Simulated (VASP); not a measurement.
Runs of VASP 6.6.1 on Si. The structure is that of space group P-3m1 (No. 164), or close to it. The cells are those of the table. 

```csv
cell,gap on the mesh (eV),pressure (GPa),largest force (eV/Å)
"a = 3.868, b = 3.868, c = 10.974 Å, angles 90.0, 90.0, 60.0°, 6 atoms",none,-1.8,0.65
"a = 3.868, b = 3.868, c = 10.474 Å, angles 90.0, 90.0, 60.0°, 6 atoms",none,-2.3,0.94
"a = 3.868, b = 3.868, c = 12.474 Å, angles 90.0, 90.0, 60.0°, 6 atoms",none,-0.7,0.77
"a = 3.868, b = 3.868, c = 13.974 Å, angles 90.0, 90.0, 60.0°, 6 atoms",(b),-0.5,0.77
"a = 3.868, b = 3.868, c = 9.974 Å, angles 90.0, 90.0, 60.0°, 6 atoms",0.47,-2.3,(a)
```

Alike in all rows: task single point; level PBE; potentials or basis VASP PAW PBE potentials, release 64 (Si); no spin polarisation; k mesh 8 × 8 × 3; cutoff (eV) 520; smearing gaussian 0.05 eV.

Problem. Fill in the values left out.

Solution. (a) 1.33; (b) 0.08.

Caveats: forces of over 1 eV/Å act on the atoms, so gaps and moduli don't describe the material at rest (some runs).

A k mesh can miss the band edges.

A gap of «none» marks levels without a gap at the run's occupations.
